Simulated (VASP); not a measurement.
Se, 1 atom in the cell. Symmetry: Fm-3m, No. 225, cubic system. Conventional cell: a = 4.234 Å, b = 4.234 Å, c = 4.234 Å, α = 90.00°, β = 90.00°, γ = 90.00°. Se (site symmetry m-3m) has 12 Se at 2.99 Å within 3.9 Å. 

```yaml
Program: VASP 6.6.1
Task: single point
Functional: LDA
Potentials_or_basis: VASP PAW LDA potentials, release 64 (Se)
Cutoff: 520 eV
k_mesh: 12 × 12 × 12
Occupations: fermi-dirac, width 0.1 eV
Spin: no spin polarisation
Dipole_correction: no
Further_INCAR_settings: ALGO = Normal; EDIFF = 1e-06; NBANDS = 9
```

Potentials or basis: VASP PAW LDA potentials, release 64 (Se).

Command:

```console
$ cat potpaw_LDA.64/Se/POTCAR > POTCAR
$ mpirun -np 1 vasp_std > vasp.out
```

Hardware: 1 thread of Intel(R) Xeon(R) 6975P-C (Granite Rapids), on a shared host.

Question: Estimate the wall time of this run.

Answer: Run time: 3 s on 1 thread of Intel(R) Xeon(R) 6975P-C (Granite Rapids) (shared host), peak memory 0.13 GiB. Counts: scf iterations 9, k points 72.
